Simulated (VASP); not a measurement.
Wanted: the native input for a VASP 6.6.1 run.

| Property | Result |
| --- | --- |
| Task | single point |
| Functional | r2SCAN |
| Potentials or basis | VASP PAW PBE potentials, release 64 (Lu) |
| Cutoff | 520 eV |
| k mesh | 9 × 9 × 5 |
| Occupations | fermi-dirac, width 0.05 eV |
| Spin | no spin polarisation |
| Dipole correction | no |
| Further INCAR settings | ALGO = Normal; EDIFF = 1e-07; NBANDS = 32 |

Lu:

```xyz
2
Lattice="3.4558 0.0000 0.0000 -1.7279 2.9928 0.0000 0.0000 0.0000 5.4759" Properties=species:S:1:pos:R:3 pbc="T T T"
Lu    1.7279    0.9976    4.1069
Lu    0.0000    1.9952    1.3690
```

The input as run:

POSCAR

```
Lu
1.0
    3.4557550070      0.0000000000      0.0000000000
   -1.7278775035      2.9927716254      0.0000000000
    0.0000000000      0.0000000000      5.4758786414
Lu
2
Direct
    0.6666666667      0.3333333333      0.7500000000
    0.3333333333      0.6666666667      0.2500000000
```

INCAR.step1

```
SYSTEM = Lu
  ALGO = Normal
  EDIFF = 1E-4
  ENCUT = 520
  GGA = PE
  ISMEAR = -1
  LASPH = .True.
  LCHARG = .False.
  LREAL = .False.
  LWAVE = .True.
  NBANDS = 32
  NELM = 100
  PREC = Accurate
  SIGMA = 0.05
```

INCAR.step2

```
SYSTEM = Lu
  ALGO = Normal
  EDIFF = 1E-7
  ENCUT = 520
  ISIF = 2
  ISMEAR = -1
  ISTART = 1
  LASPH = .True.
  LCHARG = .False.
  LMIXTAU = .True.
  LREAL = .False.
  LWAVE = .False.
  METAGGA = R2SCAN
  NBANDS = 32
  NELM = 100
  PREC = Accurate
  SIGMA = 0.05
```

KPOINTS

```
k-points
0
Gamma
  9 9 5
  0 0 0
```

Potentials or basis: VASP PAW PBE potentials, release 64 (Lu).

Launch:

```bash
$ cat potpaw_PBE.64/Lu/POTCAR > POTCAR
$ cp INCAR.step1 INCAR
$ mpirun -np 1 vasp_std > vasp.out
$ cp INCAR.step2 INCAR
$ mpirun -np 1 vasp_std > vasp.out
```

It gave:

The pressure is 1.7 GPa and the band gap on the k mesh is zero (bands 25 and 26 overlap by 1.61 eV).

Caveat: the PAW data sets were made with another functional, which shifts forces and pressure a little; spin-orbit coupling is left out, which moves the levels of the heavy elements.

It took 10 min on 1 thread of Intel Xeon 8259CL (shared host), peak memory 0.22 GiB.
